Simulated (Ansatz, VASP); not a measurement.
**One calculation of BN, two programs**

```
B N
1.0
     2.49824    0.00000    0.00000
    -1.24912    2.16354    0.00000
     0.00000    0.00000    6.63570
B N
2 2
Cartesian
  -0.0500 1.4424 1.6589
  1.2491 0.7212 4.9768
  0.0000 1.4424 4.9768
  1.2491 0.7212 1.6589
```

Alike in both runs: task single point; functional LDA; k mesh 7 × 7 × 3; no spin polarisation.

|  | VASP | Ansatz |
| --- | --- | --- |
| version | VASP 6.6.1 | Ansatz 0.2.0 |
| potentials or method | VASP PAW LDA potentials, release 64 (B, N) | plane waves, PAW |
| plane-wave cutoff (eV) | 520 | 420 |
| occupations | gaussian, width 0.01 eV | fixed |
| valence electrons in the cell | 16 | 16 |

Ansatz gave:

- rms of the force components (eV/Å): 0.856

**Question.** What did VASP give for the same quantities?

**Answer.** rms of the force components (eV/Å): 0.854.

LDA's correlation is that of Perdew and Zunger in VASP and of Perdew and Wang (1992) in Ansatz. Atom by atom the forces differ by 0.002 eV/Å (rms over components).
